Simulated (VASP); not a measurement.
# BP (F-43m) in VASP: a series of runs, part 2 of 2

VASP 6.6.1. The steps go on from the part before.

## (3) Vibrations by perturbation theory, LDA

This run uses another cell than the first one, of 10.80 Å³/atom, 0.960 times its volume.

INCAR

```
ALGO = Normal
EDIFF = 1E-8
ENCUT = 520
GGA = CA
IBRION = 8
ISIF = 2
ISMEAR = 0
LASPH = True
LCHARG = False
LEPSILON = True
LREAL = False
LWAVE = False
NELM = 100
NSW = 1
PREC = Accurate
SIGMA = 0.01
```

KPOINTS

```
k-points
0
Gamma
  10 10 10
```

POSCAR

```
BP
1.0
    0.0000000000      2.2103848551      2.2103848551
    2.2103848551      0.0000000000      2.2103848551
    2.2103848551      2.2103848551      0.0000000000
B P
1 1
Direct
    0.0000000000      0.0000000000      0.0000000000
    0.7500000000      0.7500000000      0.7500000000
```

Potentials or basis: VASP PAW LDA potentials, release 64 (B, P).

The run is started by

```
$ cat potpaw_LDA.64/B/POTCAR potpaw_LDA.64/P/POTCAR > POTCAR
$ mpirun -np 1 vasp_std > vasp.out
```

OUTCAR:

```text
EDIFF = 1E-8
   ENCUT = 520
   GGA = CA
   IBRION = 8
   ISIF = 2
   ISMEAR = 0
   LASPH = True
   LEPSILON = True
   LREAL = False
   NELM = 100
   NSW = 1
   PREC = Accurate

 ion  position               nearest neighbor table
   1  0.000  0.000  0.000-   2 1.91   2 1.91   2 1.91   2 1.91
   2  0.750  0.750  0.750-   1 1.91   1 1.91   1 1.91   1 1.91

  LATTYP: Found a face centered cubic cell.
 ALAT       =     4.4207697102

  Lattice vectors:

 A1 = (   0.0000000000,   2.2103848551,   2.2103848551)
 A2 = (   2.2103848551,   0.0000000000,   2.2103848551)
 A3 = (   2.2103848551,   2.2103848551,   0.0000000000)

Analysis of symmetry for initial positions (statically):
=====================================================================
 Subroutine PRICEL returns:
 Original cell was already a primitive cell.

 Routine SETGRP: Setting up the symmetry group for a
 face centered cubic supercell.

 Subroutine GETGRP returns: Found 24 space group operations
 (whereof 24 operations were pure point group operations)
 out of a pool of 48 trial point group operations.

The static configuration has the point symmetry T_d .

Analysis of symmetry for dynamics (positions and initial velocities):
=====================================================================
 Subroutine PRICEL returns:
 Original cell was already a primitive cell.

 Routine SETGRP: Setting up the symmetry group for a
 face centered cubic supercell.

 Subroutine GETGRP returns: Found 24 space group operations
 (whereof 24 operations were pure point group operations)
 out of a pool of 48 trial point group operations.

The dynamic configuration has the point symmetry T_d .

 Subroutine INISYM returns: Found 24 space group operations
 (whereof 24 operations are pure point group operations),
 and found     1 'primitive' translations

----------------------------------------------------------------------------------------

                                     Primitive cell

  volume of cell :      21.5990

  direct lattice vectors                    reciprocal lattice vectors
     0.000000000  2.210384855  2.210384855    -0.226204952  0.226204952  0.226204952
     2.210384855  0.000000000  2.210384855     0.226204952 -0.226204952  0.226204952
     2.210384855  2.210384855  0.000000000     0.226204952  0.226204952 -0.226204952

  length of vectors
     3.125956240  3.125956240  3.125956240     0.391798470  0.391798470  0.391798470

  position of ions in fractional coordinates (direct lattice)
     0.000000000  0.000000000  0.000000000
     0.750000000  0.750000000  0.750000000

  ion indices of the primitive-cell ions
   primitive index   ion index
                 1           1
                 2           2
[... 449 lines left out ...]
    -0.00046 -0.24704  0.00000
    -0.24704 -0.00046  0.00000
     0.00000  0.00000  0.00016

--------------------------------------- Ionic step        4  -------------------------------------------

------------------------ aborting loop because EDIFF is reached ----------------------------------------

[... ionic steps 5 to 6 ...]

--------------------------------------- Ionic step        7  -------------------------------------------

 Free energy of the ion-electron system (eV)
  ---------------------------------------------------
  ---------------------------------------------------
  free energy    TOTEN  =        -0.04106821 eV

  energy without entropy =       -0.04106821

------------------------ aborting loop because EDIFF is reached ----------------------------------------

 INTERNAL STRAIN TENSOR  FOR ION    2  DIRECTION 1   (eV/Angst):
 -----------------------------------------------------------------------------
    -0.00915  0.00000  0.00000
     0.00000  0.00742  9.71600
     0.00000  9.71600  0.00742

 MACROSCOPIC STATIC DIELECTRIC TENSOR (including local field effects in DFT)
 ------------------------------------------------------
           9.270012     0.000000     0.000000
           0.000000     9.270012    -0.000000
          -0.000000     0.000000     9.270012
 ------------------------------------------------------

 PIEZOELECTRIC TENSOR (including local field effects)  for field in x, y, z        (e  Angst)
          XX          YY          ZZ          XY          YZ          ZX
  --------------------------------------------------------------------------------
  x     0.00000     0.00000    -0.00000     0.00000    -0.32904     0.00000
  y     0.00000     0.00000    -0.00000     0.00000     0.00000    -0.32904
  z     0.00000    -0.00000    -0.00000    -0.32904     0.00000     0.00000

 PIEZOELECTRIC TENSOR (including local field effects)  for field in x, y, z        (C/m^2)
          XX          YY          ZZ          XY          YZ          ZX
  --------------------------------------------------------------------------------
  x     0.00000     0.00000    -0.00000     0.00000    -0.24408     0.00000
  y     0.00000     0.00000    -0.00000     0.00000     0.00000    -0.24408
  z     0.00000    -0.00000    -0.00000    -0.24408     0.00000     0.00000

 BORN EFFECTIVE CHARGES (including local field effects) (in |e|, cummulative output)
 ---------------------------------------------------------------------------------
 ion    1
    1    -0.77445     0.00000     0.00000
    2     0.00000    -0.77445     0.00000
    3    -0.00000     0.00000    -0.77445
 ion    2
    1     0.77445     0.00000     0.00000
    2    -0.00000     0.77445    -0.00000
    3     0.00000    -0.00000     0.77445

 INTERNAL STRAIN TENSOR FOR ION    2 for displacements in x,y,z  (eV/Angst):
          X           Y           Z          XY          YZ          ZX
  --------------------------------------------------------------------------------
  x    -0.00000     0.00000     0.00000     0.00000     9.71600     0.00000
  y     0.00000     0.00000     0.00000     0.00000     0.00000     9.71600
  z     0.00000     0.00000    -0.00000     9.71600     0.00000     0.00000

 SECOND DERIVATIVES (NOT SYMMETRIZED)
 ------------------------------------
               1X          1Y          1Z          2X          2Y          2Z
  1X   -21.717078    0.000000    0.000000   21.717078    0.000000    0.000000
  1Y     0.000000  -21.717078    0.000000    0.000000   21.717078    0.000000
  1Z     0.000000    0.000000  -21.717078    0.000000    0.000000   21.717078
  2X    21.712659    0.000000    0.000000  -21.712659    0.000000    0.000000
  2Y     0.000000   21.712659    0.000000    0.000000  -21.712659    0.000000
  2Z     0.000000    0.000000   21.712659    0.000000    0.000000  -21.712659

 Eigenvectors and eigenvalues of the dynamical matrix
 ----------------------------------------------------

   1 f  =   25.734670 THz   161.695703 2PiTHz  858.416207 cm-1   106.429997 meV
             X         Y         Z           dx          dy          dz
      0.000000  0.000000  0.000000     0.000000    0.860994    0.000000
      3.315577  3.315577  3.315577     0.000000   -0.508616    0.000000
[... 21 lines left out ...]
   6 f/i=    0.001147 THz     0.007205 2PiTHz    0.038249 cm-1     0.004742 meV
             X         Y         Z           dx          dy          dz
      0.000000  0.000000  0.000000     0.000000    0.000000   -0.508616
      3.315577  3.315577  3.315577     0.000000    0.000000   -0.860994

--------------------------------------------------------------------------------------------------------

 MACROSCOPIC STATIC DIELECTRIC TENSOR IONIC CONTRIBUTION
 ------------------------------------------------------
           0.231399    -0.000000    -0.000000
          -0.000000     0.231399    -0.000000
          -0.000000    -0.000000     0.231399
 ------------------------------------------------------

 ELASTIC MODULI CONTR FROM IONIC RELAXATION (kBar)
 Direction    XX          YY          ZZ          XY          YZ          ZX
 --------------------------------------------------------------------------------
 XX          -0.0000     -0.0000     -0.0000      0.0000      0.0000      0.0000
 YY          -0.0000     -0.0000     -0.0000      0.0000      0.0000     -0.0000
 ZZ          -0.0000     -0.0000     -0.0000      0.0000      0.0000      0.0000
 XY           0.0000      0.0000      0.0000   -338.7215      0.0000      0.0000
 YZ           0.0000      0.0000      0.0000      0.0000   -338.7215      0.0000
 ZX           0.0000     -0.0000      0.0000      0.0000      0.0000   -338.7215
 --------------------------------------------------------------------------------

 PIEZOELECTRIC TENSOR IONIC CONTR  for field in x, y, z        (C/m^2)
          XX          YY          ZZ          XY          YZ          ZX
  --------------------------------------------------------------------------------
  x    -0.00000    -0.00000    -0.00000    -0.00000     0.26344    -0.00000
  y    -0.00000     0.00000    -0.00000    -0.00000    -0.00000     0.26344
  z    -0.00000    -0.00000    -0.00000     0.26344    -0.00000    -0.00000
```

OSZICAR:

```text
N       E                     dE             d eps       ncg     rms          rms(c)
DAV:   1     0.804057483877E+01    0.80406E+01   -0.40383E+03   760   0.898E+02
DAV:   2    -0.151374312496E+02   -0.23178E+02   -0.22003E+02  1184   0.112E+02
DAV:   3    -0.153903811340E+02   -0.25295E+00   -0.25295E+00   880   0.152E+01
DAV:   4    -0.153910446604E+02   -0.66353E-03   -0.66353E-03  1208   0.747E-01
[... 141 lines left out ...]
RMM:   6    -0.410683740545E-01    0.35243E-05    0.28912E-06  4562   0.124E-03    0.277E-03
RMM:   7    -0.410691976129E-01   -0.82356E-06    0.88725E-07  4661   0.649E-04    0.157E-04
RMM:   8    -0.410683855130E-01    0.81210E-06    0.26246E-07  4676   0.155E-04    0.745E-05
RMM:   9    -0.410682037237E-01    0.18179E-06    0.77089E-08  4851   0.485E-05    0.113E-05
RMM:  10    -0.410682136639E-01   -0.99402E-08    0.91051E-08  4839   0.904E-06    0.874E-06
 Linear response finished
```

stdout:

```text
POSCAR found type information on POSCAR B P
 POSCAR found :  2 types and       2 ions
 scaLAPACK will be used
 LDA part: xc-table for (Slater(with rela. corr.)+CA(PZ))
 , standard interpolation
 POSCAR, INCAR and KPOINTS ok, starting setup
 FFT: planning ... GRIDC
 FFT: planning ... GRID_SOFT
 FFT: planning ... GRID
[... 24 lines left out ...]
 Linear response to external field, progress :
  Direction:   3
 dielectric tensor                  component  3 :     1.610     2.102     9.270
 Linear response DOF=           2
 Linear response progress:
 first order change of Fermi-energy   0.10829E-03
 force on displaced ion       1 direction 1 : -21.717   0.000   0.000
 Born effective charge ion    1 direction 1 :  -0.785   0.000   0.000
 Linear response progress:
 first order change of Fermi-energy   0.11152E-03
 force on displaced ion       2 direction 1 : -21.713   0.000   0.000
 Born effective charge ion    2 direction 1 :   0.767   0.000   0.000
 Born effective charges drift removed
 Linear response finished
```

Run time: 64 s. Hardware: 1 thread of Intel Xeon Platinum 8488C (Sapphire Rapids), shared host; peak memory 0.19 GiB.

What came out:

```yaml
Electronic_dielectric_tensor_diagonal: 9.27
Born_charges_mean_of_the_diagonal: B -0.77; P +0.77 e
Highest_phonon_frequency_at_Γ_LO-TO_splitting_left_out: 858 cm⁻¹
```

Phonon frequencies in cm⁻¹ (negative: imaginary):
```csv
q point,frequencies
"(0.000, 0.000, 0.000)",0 0 0 858 858 858
```

Electronic dielectric tensor:
```
9.27 0.00 0.00
0.00 9.27 0.00
0.00 0.00 9.27
```

Born effective charge tensors (e):
atom 1, B
```
-0.77  0.00  0.00
 0.00 -0.77  0.00
 0.00  0.00 -0.77
```
atom 2, P
```
0.77 0.00 0.00
0.00 0.77 0.00
0.00 0.00 0.77
```

Caveat: the cell wasn't relaxed at this level first, which shifts response properties.
